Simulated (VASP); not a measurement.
# BAs (F-43m) in VASP: settings compared, part 2 of 3

VASP 6.6.1.

## Step 3: Single point, LDA

INCAR

```
SYSTEM = BAs
ALGO = Normal
EDIFF = 1E-6
ENCUT = 520
ISIF = 2
ISMEAR = -1
LASPH = .TRUE.
LCHARG = .FALSE.
LREAL = .FALSE.
LWAVE = .FALSE.
NBANDS = 11
NELM = 100
PREC = Accurate
SIGMA = 0.05
```

KPOINTS

```
k-points
0
G
  10 10 10
  0 0 0
```

POSCAR

```
BAs
1.0
    0.0000000000      2.4199312360      2.4199312360
    2.4199312360      0.0000000000      2.4199312360
    2.4199312360      2.4199312360      0.0000000000
As B
1 1
Direct
    0.7500000000      0.7500000000      0.7500000000
    0.0000000000      0.0000000000      0.0000000000
```

Potentials or basis: VASP PAW LDA potentials, release 64 (As, B).

Started as:

```sh
> cat potpaw_LDA.64/As/POTCAR potpaw_LDA.64/B/POTCAR > POTCAR
> mpirun -np 1 vasp_std > vasp.out
```

OUTCAR:

```text
SYSTEM = BAs
   EDIFF = 1E-6
   ENCUT = 520
   ISIF = 2
   ISMEAR = -1
   LASPH = .TRUE.
   LREAL = .FALSE.
   NELM = 100
   PREC = Accurate

 ion  position               nearest neighbor table
   1  0.750  0.750  0.750-   2 2.10   2 2.10   2 2.10   2 2.10
   2  0.000  0.000  0.000-   1 2.10   1 2.10   1 2.10   1 2.10

  LATTYP: Found a face centered cubic cell.
 ALAT       =     4.8398624720

  Lattice vectors:

 A1 = (   0.0000000000,   2.4199312360,   2.4199312360)
 A2 = (   2.4199312360,   0.0000000000,   2.4199312360)
 A3 = (   2.4199312360,   2.4199312360,   0.0000000000)

Analysis of symmetry for initial positions (statically):
=====================================================================
 Subroutine PRICEL returns:
 Original cell was already a primitive cell.

 Routine SETGRP: Setting up the symmetry group for a
 face centered cubic supercell.

 Subroutine GETGRP returns: Found 24 space group operations
 (whereof 24 operations were pure point group operations)
 out of a pool of 48 trial point group operations.

The static configuration has the point symmetry T_d .

Analysis of symmetry for dynamics (positions and initial velocities):
=====================================================================
 Subroutine PRICEL returns:
 Original cell was already a primitive cell.

 Routine SETGRP: Setting up the symmetry group for a
 face centered cubic supercell.

 Subroutine GETGRP returns: Found 24 space group operations
 (whereof 24 operations were pure point group operations)
 out of a pool of 48 trial point group operations.

The dynamic configuration has the point symmetry T_d .

 Subroutine INISYM returns: Found 24 space group operations
 (whereof 24 operations are pure point group operations),
 and found     1 'primitive' translations

----------------------------------------------------------------------------------------

                                     Primitive cell

  volume of cell :      28.3426

  direct lattice vectors                    reciprocal lattice vectors
     0.000000000  2.419931236  2.419931236    -0.206617441  0.206617441  0.206617441
     2.419931236  0.000000000  2.419931236     0.206617441 -0.206617441  0.206617441
     2.419931236  2.419931236  0.000000000     0.206617441  0.206617441 -0.206617441

  length of vectors
     3.422299574  3.422299574  3.422299574     0.357871906  0.357871906  0.357871906

  position of ions in fractional coordinates (direct lattice)
     0.750000000  0.750000000  0.750000000
     0.000000000  0.000000000  0.000000000

  ion indices of the primitive-cell ions
   primitive index   ion index
                 1           1
                 2           2

----------------------------------------------------------------------------------------

 KPOINTS: k-points

Automatic generation of k-mesh.
 Grid dimensions read from file:
 generate k-points for:   10   10   10

 Generating k-lattice:

  Cartesian coordinates                     Fractional coordinates (reciprocal lattice)
    -0.020661744  0.020661744  0.020661744     0.100000000  0.000000000  0.000000000
     0.020661744 -0.020661744  0.020661744     0.000000000  0.100000000  0.000000000
     0.020661744  0.020661744 -0.020661744     0.000000000  0.000000000  0.100000000

  Length of vectors
     0.035787191  0.035787191  0.035787191

  Shift w.r.t. Gamma in fractional coordinates (k-lattice)
     0.000000000  0.000000000  0.000000000

 Subroutine IBZKPT returns following result:
 ===========================================

 Found     47 irreducible k-points:

 Following reciprocal coordinates:
            Coordinates               Weight
  0.000000  0.000000  0.000000      1.000000
  0.100000  0.000000  0.000000      8.000000
  0.200000  0.000000  0.000000      8.000000
  0.300000  0.000000  0.000000      8.000000
  0.400000  0.000000  0.000000      8.000000
  0.500000  0.000000  0.000000      4.000000
[... 16 lines left out ...]
  0.300000  0.300000  0.000000      6.000000
  0.400000  0.300000  0.000000     24.000000
 [... further k-points ...]
   k-points           NKPTS =     47   k-points in BZ     NKDIM =     47   number of bands    NBANDS=     11
   number of dos      NEDOS =    301   number of ions     NIONS =      2
   total plane-waves  NPLWV =  21952
   dimension x,y,z NGX =    28 NGY =   28 NGZ =   28
   dimension x,y,z NGXF=    56 NGYF=   56 NGZF=   56
   ions per type =               1   1
   NGX,Y,Z   is equivalent  to a cutoff of  13.60, 13.60, 13.60 a.u.
   NGXF,Y,Z  is equivalent  to a cutoff of  27.20, 27.20, 27.20 a.u.
 SYSTEM =  BAs
   PREC   = accura    normal or accurate (medium, high low for compatibility)
   ISTART =      0    job   : 0-new  1-cont  2-samecut
   ICHARG =      2    charge: 1-file 2-atom 10-const
   ISPIN  =      1    spin polarized calculation?
   LNONCOLLINEAR =      F non collinear calculations
   LSORBIT =      F    spin-orbit coupling
   LASPH  =      T    aspherical Exc in radial PAW
   ENCUT  =  520.0 eV  38.22 Ry    6.18 a.u.   6.36  6.36  6.36*2*pi/ulx,y,z
   NELM   =    100;   NELMIN=  2; NELMDL= -5     # of ELM steps
   EDIFF  = 0.1E-05   stopping-criterion for ELM
   LREAL  =      F    real-space projection
   EDIFFG = 0.1E-04   stopping-criterion for IOM
   NSW    =      0    number of steps for IOM
   IBRION =     -1    ionic relax: 0-MD 1-quasi-New 2-CG
   NFREE  =      0    steps in history (QN), initial steepest desc. (CG)
   ISIF   =      2    stress and relaxation
   ISYM   =      2    0-nonsym 1-usesym 2-fastsym
   POTIM  = 0.5000    time-step for ionic-motion
   TEBEG  =    0.0;   TEEND  =   0.0 temperature during run
   PSTRESS=    0.0 pullay stress
   NELECT =       8.0000    total number of electrons
   NUPDOWN=      -1.0000    fix difference up-down
   EMIN   =  10.00;   EMAX   =-10.00  energy-range for DOS
   EFERMI =   0.00;   METHOD = LEGACY
   ISMEAR =    -1;   SIGMA  =   0.05  broadening in eV -4-tet -1-fermi 0-gaus
   EFERMI_NEDOS =   21; number of points for ismear=-14 and -15
   IALGO  =     38    algorithm
   IMIX   =      4    mixing-type and parameters
     AMIX     =   0.40;   BMIX     =  1.00
     AMIX_MAG =   1.60;   BMIX_MAG =  1.00
  volume/ion in A,a.u.               =      14.17        95.63
  Fermi-wavevector in a.u.,A,eV,Ry     =   1.073887  2.029352 15.690683  1.153233
  Thomas-Fermi vector in A             =   2.209699
   LORBIT       =      0    0 simple, 1 ext, 2 COOP (PROOUT), +10 PAW based schemes
   GGA     = CA    functional components
   LHFCALC =     F    Hartree Fock is set to
   AEXX    =    0.0000 exact exchange contribution
   IVDW    =     0    specifies the selected vdW correction
   LEPSILON=     F    determine dielectric tensor
   LRPA    =     F    only Hartree local field effects (RPA)
 non-spin polarized calculation
  energy-cutoff  :      520.00
  volume of cell :       28.34
 maximum number of plane-waves:       785
 NGX is ok and might be reduce to    28
   NGX = 13   NGY = 13   NGZ = 13

 number of electron       8.0000000 magnetization

 Free energy of the ion-electron system (eV)
  ---------------------------------------------------
  ext. energy  EPLUGINS =         0.00000000
  ---------------------------------------------------
  free energy    TOTEN  =       -12.88302878 eV

  energy without entropy =      -12.88302867  energy(sigma->0) =      -12.88302872

 E-fermi :   6.2824     XC(G=0): -10.6215

 val. band max:        5.7217398276   @ k =   0.0000   0.0000   0.0000
 cond. band min:       6.8775467260   @ k =   0.4000   0.4000   0.0000
 fundamental gap:      1.1558068985
 Fermi energy:         6.2824026108

 k-point     1 :       0.0000    0.0000    0.0000
  band No.  band energies     occupation
      1      -9.3060      2.00000
      2       5.7217      1.99997
      3       5.7217      1.99997
      4       5.7217      1.99997
      5       8.9216      0.00000
      6       8.9216      0.00000
      7       8.9216      0.00000
      8       9.9203      0.00000
      9      14.8861      0.00000
     10      18.5933      0.00000
     11      18.5933      0.00000
[... 309 lines left out ...]
 k-point    24 :       0.4000    0.3000    0.0000
  band No.  band energies     occupation
      1      -6.7838      2.00000
      2      -0.5719      2.00000
      3       1.9051      2.00000
      4       2.3788      2.00000
      5       7.3816      0.00000
      6       9.0363      0.00000
      7      14.2020      0.00000
      8      14.4540      0.00000
      9      17.2796      0.00000
     10      20.8523      0.00000
     11      21.3695      0.00000

 [... further k-points ...]
[... 5 lines left out ...]
  --------------------------------------------------------------------------------------
  -------------------------------------------------------------------------------------
  Total       -1.4062088     -1.4062088     -1.4062088      0.0000000      0.0000000      0.0000000
  in kB      -79.4916141    -79.4916141    -79.4916141      0.0000000      0.0000000      0.0000000
  external PRESSURE =     -79.4916141 kB  Pullay stress =       0.0000000 kB

 VOLUME and BASIS-vectors are now :
 -----------------------------------------------------------------------------
  energy-cutoff  :      520.00
  volume of cell :       28.34
      direct lattice vectors                 reciprocal lattice vectors
     0.000000000  2.419931236  2.419931236    -0.206617441  0.206617441  0.206617441
     2.419931236  0.000000000  2.419931236     0.206617441 -0.206617441  0.206617441
     2.419931236  2.419931236  0.000000000     0.206617441  0.206617441 -0.206617441

 POSITION                                       TOTAL-FORCE (eV/Angst)
 -----------------------------------------------------------------------------------
      3.62990      3.62990      3.62990         0.000000     -0.000000     -0.000000
      0.00000      0.00000      0.00000        -0.000000      0.000000      0.000000
 -----------------------------------------------------------------------------------
    total drift:                                0.000000      0.000000      0.000000

  FREE ENERGIE OF THE ION-ELECTRON SYSTEM (eV)
  ---------------------------------------------------
  free  energy   TOTEN  =       -12.8830287771 eV

  energy  without entropy=      -12.8830286713  energy(sigma->0) =      -12.88302872
```

Wall time 12 s (1 thread of Intel Xeon Platinum 8259CL at 2.50GHz (Skylake/Cascade Lake), shared host); peak memory 0.14 GiB.

What came out:

```
Free energy            : -12.8830 eV
Pressure               : -7.9 GPa
Band gap on the k mesh : 1.16 eV, indirect (least direct gap 3.20 eV)
```

## Step 4: Single point, revPBE+D3(BJ)

This run uses another cell than the first one, of 14.44 Å³/atom, 1.019 times its volume.

INCAR

```
SYSTEM = BAs
PREC = Accurate ; ENCUT = 520
EDIFF = 1E-7 ; ISMEAR = -1
SIGMA = 0.05 ; LREAL = .False.
LASPH = .True. ; NELM = 100
ALGO = Normal ; ISIF = 2
LWAVE = .False. ; LCHARG = .False.
GGA = RE ; IVDW = 12
NBANDS = 11
```

KPOINTS

```
Automatic mesh
0
Gamma
  10 10 10
  0 0 0
```

POSCAR

```
BAs
1.0
    0.0000000000      2.4353452264      2.4353452264
    2.4353452264      0.0000000000      2.4353452264
    2.4353452264      2.4353452264      0.0000000000
As B
1 1
Direct
    0.7500000000      0.7500000000      0.7500000000
    0.0000000000      0.0000000000      0.0000000000
```

Potentials or basis: VASP PAW PBE potentials, release 64 (As, B).

Started as:

```sh
> cat potpaw_PBE.64/As/POTCAR potpaw_PBE.64/B/POTCAR > POTCAR
> mpirun -np 1 vasp_std > vasp.out
```

OUTCAR:

```text
SYSTEM = BAs
   PREC = Accurate
   ENCUT = 520
   EDIFF = 1E-7
   ISMEAR = -1
   LREAL = .False.
   LASPH = .True.
   NELM = 100
   ISIF = 2
   GGA = RE
   IVDW = 12
 IVDW          = 12

 ion  position               nearest neighbor table
   1  0.750  0.750  0.750-   2 2.11   2 2.11   2 2.11   2 2.11
   2  0.000  0.000  0.000-   1 2.11   1 2.11   1 2.11   1 2.11

  LATTYP: Found a face centered cubic cell.
 ALAT       =     4.8706904528

  Lattice vectors:

 A1 = (   0.0000000000,   2.4353452264,   2.4353452264)
 A2 = (   2.4353452264,   0.0000000000,   2.4353452264)
 A3 = (   2.4353452264,   2.4353452264,   0.0000000000)

Analysis of symmetry for initial positions (statically):
=====================================================================
 Subroutine PRICEL returns:
 Original cell was already a primitive cell.

 Routine SETGRP: Setting up the symmetry group for a
 face centered cubic supercell.

 Subroutine GETGRP returns: Found 24 space group operations
 (whereof 24 operations were pure point group operations)
 out of a pool of 48 trial point group operations.

The static configuration has the point symmetry T_d .

Analysis of symmetry for dynamics (positions and initial velocities):
[... 174 lines left out ...]
      7       8.7837      0.00000
      8       9.5540      0.00000
      9      15.0011      0.00000
     10      18.2489      0.00000
     11      18.2489      0.00000
[... 309 lines left out ...]
 k-point    24 :       0.4000    0.3000    0.0000
  band No.  band energies     occupation
      1      -6.8187      2.00000
      2      -0.7448      2.00000
      3       1.8368      2.00000
      4       2.2943      2.00000
      5       7.3264      0.00000
      6       8.9732      0.00000
      7      14.0368      0.00000
      8      14.2932      0.00000
      9      17.2054      0.00000
     10      20.7449      0.00000
     11      21.0462      0.00000

 [... further k-points ...]

------------------------ aborting loop because EDIFF is reached ----------------------------------------

 Edisp (eV)   -1.22864

 E8    (eV) :    -0.8268

  FORCE on cell =-STRESS in cart. coord.  units (eV):
  Direction    XX          YY          ZZ          XY          YZ          ZX
  --------------------------------------------------------------------------------------
  -------------------------------------------------------------------------------------
  Total      -1.65333    -1.65333    -1.65333     0.00000    -0.00000     0.00000
  in kB     -91.69759   -91.69759   -91.69759     0.00000    -0.00000     0.00000
  external pressure =      -91.70 kB  Pullay stress =        0.00 kB

 VOLUME and BASIS-vectors are now :
 -----------------------------------------------------------------------------
  energy-cutoff  :      520.00
  volume of cell :       28.89
      direct lattice vectors                 reciprocal lattice vectors
     0.000000000  2.435345226  2.435345226    -0.205309701  0.205309701  0.205309701
     2.435345226  0.000000000  2.435345226     0.205309701 -0.205309701  0.205309701
     2.435345226  2.435345226  0.000000000     0.205309701  0.205309701 -0.205309701

 POSITION                                       TOTAL-FORCE (eV/Angst)
 -----------------------------------------------------------------------------------
      3.65302      3.65302      3.65302        -0.000000     -0.000000      0.000000
      0.00000      0.00000      0.00000         0.000000      0.000000     -0.000000
 -----------------------------------------------------------------------------------
    total drift:                                0.000000      0.000000     -0.000000

  FREE ENERGIE OF THE ION-ELECTRON SYSTEM (eV)
  ---------------------------------------------------
  free  energy   TOTEN  =       -12.0909862580 eV

  energy  without entropy=      -12.0909862172  energy(sigma->0) =      -12.09098624
```

OSZICAR:

```text
N       E                     dE             d eps       ncg     rms          rms(c)
DAV:   1     0.118203389629E+02    0.11820E+02   -0.36600E+03  1034   0.631E+02
DAV:   2    -0.106438458269E+02   -0.22464E+02   -0.21512E+02  1384   0.100E+02
DAV:   3    -0.113522734878E+02   -0.70843E+00   -0.70659E+00  1293   0.165E+01
DAV:   4    -0.113543479995E+02   -0.20745E-02   -0.20744E-02  1173   0.102E+00
DAV:   5    -0.113543514204E+02   -0.34209E-05   -0.34210E-05  1248   0.443E-02    0.459E+00
DAV:   6    -0.109046232893E+02    0.44973E+00   -0.13107E+00  1091   0.447E+00    0.228E+00
DAV:   7    -0.108643207646E+02    0.40303E-01   -0.15914E-01  1218   0.194E+00    0.952E-01
DAV:   8    -0.108615607802E+02    0.27600E-02   -0.18215E-02  1136   0.790E-01    0.919E-02
DAV:   9    -0.108620758262E+02   -0.51505E-03   -0.96998E-04  1184   0.170E-01    0.509E-02
DAV:  10    -0.108623310113E+02   -0.25519E-03   -0.34741E-04  1094   0.114E-01    0.119E-02
DAV:  11    -0.108623413178E+02   -0.10306E-04   -0.12713E-05  1263   0.236E-02    0.884E-03
DAV:  12    -0.108623428029E+02   -0.14851E-05   -0.51340E-06  1061   0.140E-02    0.353E-03
DAV:  13    -0.108623428093E+02   -0.64139E-08   -0.83117E-08  1206   0.198E-03
   1 F= -.12090986E+02 E0= -.12090986E+02  d E =-.407934E-07
```

It took 15 s on 1 thread of Intel Xeon Platinum 8259CL at 2.50GHz (Skylake/Cascade Lake), shared host; peak memory 0.17 GiB.

Results:

```yaml
Free_energy: -12.0910 eV
Pressure: -9.2 GPa
Band_gap_on_the_k_mesh: 1.26 eV, indirect (least direct gap 3.21 eV)
Dispersion_energy_per_atom: -0.614 eV
```

Levels at points of the mesh, in eV from the valence-band top:
```csv
k point,band 1,band 2,band 3,band 4,band 5,band 6,band 7,band 8,band 9
"(0.00, 0.00, 0.00)",-14.89,0.00,0.00,0.00,3.21,3.21,3.21,3.98,9.42
"(0.50, 0.00, 0.00)",-12.22,-8.38,-1.73,-1.73,2.37,4.72,4.72,8.82,12.42
"(0.50, 0.50, 0.00)",-10.98,-8.24,-3.85,-3.85,1.51,1.54,10.86,10.86,12.46
```

Caveat: the PAW data sets were made with another functional, which shifts forces and pressure a little. A k mesh can miss the band edges.

## Step 5: Single point, BLYP+D4

This run uses another cell than the first one, of 14.44 Å³/atom, 1.019 times its volume.

INCAR

```
PREC     = Accurate       # precision mode
ENCUT    = 520            # plane-wave cutoff, eV
EDIFF    = 1E-7           # SCF threshold, eV
ISMEAR   = -1             # smearing method
SIGMA    = 0.05           # smearing width, eV
LREAL    = False          # projectors in reciprocal space
LASPH    = True           # aspherical terms in the spheres
NELM     = 80             # most SCF steps
ALGO     = Normal         # electronic algorithm
ISIF     = 2              # what is computed and relaxed
LWAVE    = False          # write WAVECAR
LCHARG   = False          # write CHGCAR
GGA      = B5             # functional
ALDAX    = 1.0          
AGGAX    = 1.0          
AGGAC    = 1.0          
ALDAC    = 0.0          
IVDW     = 13             # dispersion correction
VDW_S6   = 1.0          
VDW_S8   = 2.34076671   
VDW_A1   = 0.44488865   
VDW_A2   = 4.0933009    
NBANDS   = 11             # bands
```

KPOINTS

```
regular mesh
0
Gamma
  10 10 10
```

POSCAR is that of step 4.

Started as:

```sh
> cat potpaw_PBE.64/As/POTCAR potpaw_PBE.64/B/POTCAR > POTCAR
> mpirun -np 1 vasp_std > vasp.out
```

It took 22 s on 1 thread of Intel Xeon Platinum 8259CL at 2.50GHz (Skylake/Cascade Lake), shared host; peak memory 0.16 GiB.

The run converged. Its results:

```yaml
Free_energy: -11.4386 eV
Pressure: -7.0 GPa
Band_gap_on_the_k_mesh: 1.45 eV, indirect (least direct gap 3.29 eV)
Dispersion_energy_per_atom: -0.684 eV
```

Levels at points of the mesh, in eV from the valence-band top:
| k point | band 2 | band 3 | band 4 | band 5 | band 6 | band 7 |
| --- | --- | --- | --- | --- | --- | --- |
| (0.00, 0.00, 0.00) | 0.00 | 0.00 | 0.00 | 3.29 | 3.29 | 3.29 |
| (0.50, 0.00, 0.00) | -8.23 | -1.70 | -1.70 | 2.45 | 4.84 | 4.84 |
| (0.50, 0.50, 0.00) | -8.10 | -3.77 | -3.77 | 1.72 | 1.73 | 10.75 |

Caveat: the PAW data sets were made with another functional, which shifts forces and pressure a little. A k mesh can miss the band edges.

(Continued in part 3 of 3.)
